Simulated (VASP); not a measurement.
Here is a VASP 6.6.1 calculation.

Contents of INCAR:

```
SYSTEM = AlIn2N3
ALGO = Normal
EDIFF = 1E-6
ENCUT = 520
GGA = PE
ISIF = 2
ISMEAR = 0
LASPH = .TRUE.
LCHARG = .FALSE.
LREAL = .FALSE.
LWAVE = .FALSE.
NBANDS = 56
NELM = 60
PREC = Accurate
SIGMA = 0.02
```

File KPOINTS:

```
k-points
0
G
  6 6 6
  0 0 0
```

The input POSCAR:

```
AlIn2N3
1.0
    5.1453312758     -2.9613842691      0.0000000000
    5.1453312758      2.9613842691      0.0000000000
    0.0000000000      0.0000000000      5.5002130701
Al In N
2 4 6
Direct
    0.3411420363      0.6588579637      0.9892213409
    0.6588579637      0.3411420363      0.4892213409
    0.9883762919      0.3354135966      0.9872496679
    0.6645864034      0.0116237081      0.9872496679
    0.0116237081      0.6645864034      0.4872496679
    0.3354135966      0.9883762919      0.4872496679
    0.9692138029      0.3329317552      0.3853874214
    0.6670682448      0.0307861971      0.3853874214
    0.0307861971      0.6670682448      0.8853874214
    0.3329317552      0.9692138029      0.8853874214
    0.3682931195      0.6317068805      0.3375044806
    0.6317068805      0.3682931195      0.8375044806
```

Potentials or basis: VASP PAW PBE potentials, release 64 (Al, In_d, N).

Run with:

```sh
$ cat potpaw_PBE.64/Al/POTCAR potpaw_PBE.64/In_d/POTCAR potpaw_PBE.64/N/POTCAR > POTCAR
$ mpirun -np 1 vasp_std > vasp.out
```

Q: What does it give for the band gap on the k mesh?

A: 0.88 eV.

Q: Predict the pressure.

A: 0.1 GPa.

Forces on the atoms (eV/Å):
```
Al   0.000  0.001 -0.002
Al   0.000 -0.001 -0.002
In   0.000  0.000 -0.001
In   0.000  0.000 -0.001
In   0.000  0.000 -0.001
In   0.000  0.000 -0.001
N   -0.028  0.017  0.012
N    0.028  0.017  0.012
N    0.028 -0.017  0.012
N   -0.028 -0.017  0.012
N    0.000 -0.027 -0.019
N    0.000  0.027 -0.019
```

Caveat: spin-orbit coupling is left out, which moves the levels of the heavy elements.
